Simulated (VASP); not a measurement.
# Cu (I4/mmm) in VASP: further runs, part 2 of 2

VASP 6.6.1. Earlier steps stand in the parts before.

## (4) Single point, PBEsol (strain -0.0100 x Voigt [1, 1, 0, 0, 0, 0])

File INCAR:

```
SYSTEM = Cu
  PREC = Accurate
  ENCUT = 520
  EDIFF = 1E-6
  ISMEAR = 0
  SIGMA = 0.15
  LREAL = .False.
  LASPH = .True.
  NELM = 80
  ALGO = Normal
  ISIF = 2
  LWAVE = .False.
  LCHARG = .False.
  GGA = PS
  NBANDS = 12
```

File KPOINTS:

```
Automatic mesh
0
Gamma
  22 22 22
  0 0 0
```

File POSCAR:

```
Cu
1.0
    0.0000000000      1.7894250000      1.8075000000
    1.7894250000      0.0000000000      1.8075000000
    1.7894250000      1.7894250000      0.0000000000
Cu
1
Direct
    0.0000000000      0.0000000000      0.0000000000
```

Potentials or basis: VASP PAW PBE potentials, release 64 (Cu).

On the command line:

```console
cat potpaw_PBE.64/Cu/POTCAR > POTCAR
mpirun -np 1 vasp_std > vasp.out
```

OUTCAR:

```text
SYSTEM = Cu
   PREC = Accurate
   ENCUT = 520
   EDIFF = 1E-6
   ISMEAR = 0
   LREAL = .False.
   LASPH = .True.
   NELM = 80
   ISIF = 2
   GGA = PS

 ion  position               nearest neighbor table
   1  0.000  0.000  0.000-

  LATTYP: Found a body centered tetragonal cell.
 ALAT       =     2.5306291038
 C/A-ratio  =     1.4284985479

  Lattice vectors:

 A1 = (  -1.7894250000,   0.0000000000,   1.8075000000)
 A2 = (   1.7894250000,   0.0000000000,   1.8075000000)
 A3 = (   0.0000000000,   1.7894250000,  -1.8075000000)

Analysis of symmetry for initial positions (statically):
=====================================================================
 Subroutine PRICEL returns:
 Original cell was already a primitive cell.

 Routine SETGRP: Setting up the symmetry group for a
 body centered tetragonal supercell.

 Subroutine GETGRP returns: Found 16 space group operations
 (whereof 16 operations were pure point group operations)
 out of a pool of 16 trial point group operations.

The static configuration has the point symmetry D_4h.

Analysis of symmetry for dynamics (positions and initial velocities):
=====================================================================
 Subroutine PRICEL returns:
 Original cell was already a primitive cell.

 Routine SETGRP: Setting up the symmetry group for a
 body centered tetragonal supercell.

 Subroutine GETGRP returns: Found 16 space group operations
 (whereof 16 operations were pure point group operations)
 out of a pool of 16 trial point group operations.

The dynamic configuration has the point symmetry D_4h.

 Subroutine INISYM returns: Found 16 space group operations
 (whereof 16 operations are pure point group operations),
 and found     1 'primitive' translations

----------------------------------------------------------------------------------------

                                     Primitive cell

  volume of cell :      11.5754

  direct lattice vectors                    reciprocal lattice vectors
     0.000000000  1.789425000  1.807500000    -0.279419367  0.279419367  0.276625173
     1.789425000  0.000000000  1.807500000     0.279419367 -0.279419367  0.276625173
     1.789425000  1.789425000  0.000000000     0.279419367  0.279419367 -0.276625173

  length of vectors
     2.543442172  2.543442172  2.530629104     0.482360706  0.482360706  0.482360706

  position of ions in fractional coordinates (direct lattice)
     0.000000000  0.000000000  0.000000000

  ion indices of the primitive-cell ions
   primitive index   ion index
                 1           1

----------------------------------------------------------------------------------------

 KPOINTS: Automatic mesh

Automatic generation of k-mesh.
 Grid dimensions read from file:
 generate k-points for:   22   22   22

 Generating k-lattice:

  Cartesian coordinates                     Fractional coordinates (reciprocal lattice)
    -0.012700880  0.012700880  0.012573871     0.045454545 -0.000000000  0.000000000
     0.012700880 -0.012700880  0.012573871    -0.000000000  0.045454545  0.000000000
     0.012700880  0.012700880 -0.012573871     0.000000000  0.000000000  0.045454545

  Length of vectors
     0.021925487  0.021925487  0.021925487

  Shift w.r.t. Gamma in fractional coordinates (k-lattice)
     0.000000000  0.000000000  0.000000000

 Subroutine IBZKPT returns following result:
 ===========================================

 Found    834 irreducible k-points:

 Following reciprocal coordinates:
            Coordinates               Weight
  0.000000  0.000000  0.000000      1.000000
  0.045455  0.000000  0.000000      8.000000
  0.090909  0.000000  0.000000      8.000000
  0.136364  0.000000  0.000000      8.000000
  0.181818 -0.000000  0.000000      8.000000
  0.227273 -0.000000  0.000000      8.000000
[... 16 lines left out ...]
  0.500000  0.045455  0.000000      8.000000
 -0.454545  0.045455  0.000000      8.000000
 [... further k-points ...]
   k-points           NKPTS =    834   k-points in BZ     NKDIM =    834   number of bands    NBANDS=     12
   number of dos      NEDOS =    301   number of ions     NIONS =      1
   total plane-waves  NPLWV =   8000
   dimension x,y,z NGX =    20 NGY =   20 NGZ =   20
   dimension x,y,z NGXF=    40 NGYF=   40 NGZF=   40
   ions per type =               1
   NGX,Y,Z   is equivalent  to a cutoff of  13.07, 13.07, 13.14 a.u.
   NGXF,Y,Z  is equivalent  to a cutoff of  26.15, 26.15, 26.28 a.u.
 SYSTEM =  Cu
   PREC   = accura    normal or accurate (medium, high low for compatibility)
   ISTART =      0    job   : 0-new  1-cont  2-samecut
   ICHARG =      2    charge: 1-file 2-atom 10-const
   ISPIN  =      1    spin polarized calculation?
   LNONCOLLINEAR =      F non collinear calculations
   LSORBIT =      F    spin-orbit coupling
   LASPH  =      T    aspherical Exc in radial PAW
   ENCUT  =  520.0 eV  38.22 Ry    6.18 a.u.   4.73  4.73  4.71*2*pi/ulx,y,z
   NELM   =     80;   NELMIN=  2; NELMDL= -5     # of ELM steps
   EDIFF  = 0.1E-05   stopping-criterion for ELM
   LREAL  =      F    real-space projection
   EDIFFG = 0.1E-04   stopping-criterion for IOM
   NSW    =      0    number of steps for IOM
   IBRION =     -1    ionic relax: 0-MD 1-quasi-New 2-CG
   NFREE  =      0    steps in history (QN), initial steepest desc. (CG)
   ISIF   =      2    stress and relaxation
   ISYM   =      2    0-nonsym 1-usesym 2-fastsym
   POTIM  = 0.5000    time-step for ionic-motion
   TEBEG  =    0.0;   TEEND  =   0.0 temperature during run
   PSTRESS=    0.0 pullay stress
   NELECT =      11.0000    total number of electrons
   NUPDOWN=      -1.0000    fix difference up-down
   EMIN   =  10.00;   EMAX   =-10.00  energy-range for DOS
   EFERMI =   0.00;   METHOD = LEGACY
   ISMEAR =     0;   SIGMA  =   0.15  broadening in eV -4-tet -1-fermi 0-gaus
   EFERMI_NEDOS =   21; number of points for ismear=-14 and -15
   IALGO  =     38    algorithm
   IMIX   =      4    mixing-type and parameters
     AMIX     =   0.40;   BMIX     =  1.00
     AMIX_MAG =   1.60;   BMIX_MAG =  1.00
  volume/ion in A,a.u.               =      11.58        78.11
  Fermi-wavevector in a.u.,A,eV,Ry     =   1.609511  3.041535 35.246243  2.590526
  Thomas-Fermi vector in A             =   2.705209
   LORBIT       =      0    0 simple, 1 ext, 2 COOP (PROOUT), +10 PAW based schemes
   GGA     = PS    functional components
   LHFCALC =     F    Hartree Fock is set to
   AEXX    =    0.0000 exact exchange contribution
   IVDW    =     0    specifies the selected vdW correction
   LEPSILON=     F    determine dielectric tensor
   LRPA    =     F    only Hartree local field effects (RPA)
 non-spin polarized calculation
 Gauss-broadening in eV      SIGMA  =   0.15
  energy-cutoff  :      520.00
  volume of cell :       11.58
 maximum number of plane-waves:       331
   NGX =  9   NGY =  9   NGZ =  9

 number of electron      11.0000009 magnetization

 Free energy of the ion-electron system (eV)
  ---------------------------------------------------
  ext. energy  EPLUGINS =         0.00000000
  ---------------------------------------------------
  free energy    TOTEN  =        -4.30912143 eV

  energy without entropy =       -4.30638394  energy(sigma->0) =       -4.30775269

 E-fermi :   7.6406     XC(G=0): -13.0254

 val. band max:        7.6358771678   @ k =  -0.0455   0.4091   0.3636
 cond. band min:       7.6692334425   @ k =  -0.1818   0.3182   0.1818
 fundamental gap:      0.0333562747
 Fermi energy:         7.6405806284

 k-point     1 :       0.0000    0.0000    0.0000
  band No.  band energies     occupation
      1      -1.8922      2.00000
      2       4.5293      2.00000
      3       4.5801      2.00000
      4       4.5801      2.00000
      5       5.3957      2.00000
      6       5.4465      2.00000
      7      30.3968      0.00000
      8      33.1373      0.00000
      9      33.1807      0.00000
     10      33.1807      0.00000
     11      35.6515      0.00000
     12      35.6517      0.00000
[... 331 lines left out ...]
 k-point    24 :      -0.4545    0.0455    0.0000
  band No.  band energies     occupation
      1       2.4686      2.00000
      2       4.4870      2.00000
      3       4.5829      2.00000
      4       5.6626      2.00000
      5       5.9674      2.00000
      6       6.8086      2.00000
      7      11.7626      0.00000
      8      27.8459      0.00000
      9      29.5242      0.00000
     10      29.9227      0.00000
     11      33.5146      0.00000
     12      34.0055      0.00000

 [... further k-points ...]
[... 5 lines left out ...]
  --------------------------------------------------------------------------------------
  -------------------------------------------------------------------------------------
  Total       -0.1959465     -0.1959465     -0.2413517      0.0000000     -0.0000000      0.0000000
  in kB      -27.1214424    -27.1214424    -33.4060871      0.0000000     -0.0000000      0.0000000
  external PRESSURE =     -29.2163240 kB  Pullay stress =       0.0000000 kB

 VOLUME and BASIS-vectors are now :
 -----------------------------------------------------------------------------
  energy-cutoff  :      520.00
  volume of cell :       11.58
      direct lattice vectors                 reciprocal lattice vectors
     0.000000000  1.789425000  1.807500000    -0.279419367  0.279419367  0.276625173
     1.789425000  0.000000000  1.807500000     0.279419367 -0.279419367  0.276625173
     1.789425000  1.789425000  0.000000000     0.279419367  0.279419367 -0.276625173

 POSITION                                       TOTAL-FORCE (eV/Angst)
 -----------------------------------------------------------------------------------
      0.00000      0.00000      0.00000         0.000000      0.000000     -0.000000
 -----------------------------------------------------------------------------------
    total drift:                                0.000000      0.000000      0.000000

  FREE ENERGIE OF THE ION-ELECTRON SYSTEM (eV)
  ---------------------------------------------------
  free  energy   TOTEN  =        -4.3091214332 eV

  energy  without entropy=       -4.3063839399  energy(sigma->0) =       -4.30775269
```

OSZICAR:

```text
N       E                     dE             d eps       ncg     rms          rms(c)
DAV:   1     0.412685810632E+02    0.41269E+02   -0.53723E+03 22444   0.154E+03
DAV:   2    -0.410142766922E+01   -0.45370E+02   -0.41963E+02 20604   0.204E+02
DAV:   3    -0.539235294752E+01   -0.12909E+01   -0.12814E+01 23452   0.394E+01
DAV:   4    -0.540008033268E+01   -0.77274E-02   -0.77263E-02 22528   0.269E+00
DAV:   5    -0.540014933268E+01   -0.69000E-04   -0.69000E-04 23908   0.258E-01    0.841E+00
DAV:   6    -0.476164095702E+01    0.63851E+00   -0.17388E+01 23872   0.793E+01    0.429E+00
DAV:   7    -0.432318223892E+01    0.43846E+00   -0.26785E+00 23840   0.310E+01    0.565E-01
DAV:   8    -0.431109075886E+01    0.12091E-01   -0.57670E-03 23512   0.129E+00    0.331E-01
DAV:   9    -0.430911385033E+01    0.19769E-02   -0.10976E-02 24648   0.179E+00    0.233E-02
DAV:  10    -0.430912027597E+01   -0.64256E-05   -0.34437E-05 28532   0.959E-02    0.616E-03
DAV:  11    -0.430912142958E+01   -0.11536E-05   -0.46281E-07 16988   0.125E-02    0.367E-04
DAV:  12    -0.430912143315E+01   -0.35709E-08   -0.57689E-08 11868   0.264E-03
   1 F= -.43091214E+01 E0= -.43077527E+01  d E =-.273749E-02
```

stdout:

```text
POSCAR found type information on POSCAR Cu
 POSCAR found :  1 types and       1 ions
 scaLAPACK will be used
 -----------------------------------------------------------------------------
|                                                                             |
|                                                                             |
|     You enforced a specific xc type in the INCAR file but a different       |
|     I HOPE YOU KNOW WHAT YOU ARE DOING!                                     |
|                                                                             |
 -----------------------------------------------------------------------------

 LDA part: xc-table for (Slater+PW92), standard interpolation
 POSCAR, INCAR and KPOINTS ok, starting setup
 FFT: planning ... GRIDC
 FFT: planning ... GRID_SOFT
 FFT: planning ... GRID
 WAVECAR not read
 entering main loop
```

It took 39 s on 1 thread of Intel Xeon 6975P-C (Granite Rapids), shared host; peak memory 0.22 GiB.

What came out:

```yaml
Free_energy: -4.3091 eV
Pressure: -2.9 GPa
```

Levels at points of the mesh, in eV from the Fermi level:
```csv
k point,band 4,band 5,band 6,band 7,band 8,band 9
"(0.00, 0.00, 0.00)",-3.06,-2.24,-2.19,22.76,25.50,25.54
"(0.50, 0.00, 0.00)",-1.64,-1.62,-1.09,3.85,21.20,22.22
"(0.50, 0.50, 0.00)",-1.49,-1.49,1.31,7.07,13.36,13.36
"(0.50, 0.00, 0.50)",-1.50,-1.47,1.52,7.34,13.11,13.13
```

Caveat: the cell differs from its parent crystal (strain -0.0100 x Voigt [1, 1, 0, 0, 0, 0]); the PAW data sets were made with another functional, which shifts forces and pressure a little.

## (5) Summary

| cell | gap on the mesh (eV) | pressure (GPa) |
| --- | --- | --- |
| a = 2.531, b = 2.531, c = 2.505 Å, angles 60.3, 60.3, 59.3°, 1 atom | none | 0.3 |
| a = 2.537, b = 2.537, c = 2.518 Å, angles 60.3, 60.3, 59.5°, 1 atom | none | -1.4 |
| a = 2.543, b = 2.543, c = 2.531 Å, angles 60.2, 60.2, 59.7°, 1 atom | none | -2.9 |

Alike in all rows: task single point; level PBEsol; potentials or basis VASP PAW PBE potentials, release 64 (Cu); no spin polarisation; k mesh 22 × 22 × 22; cutoff (eV) 520; smearing gaussian 0.15 eV.

Caveats: the PAW data sets were made with another functional, which shifts forces and pressure a little.

Total energies depend on the potentials used, so only differences within one code and one set of settings carry meaning.
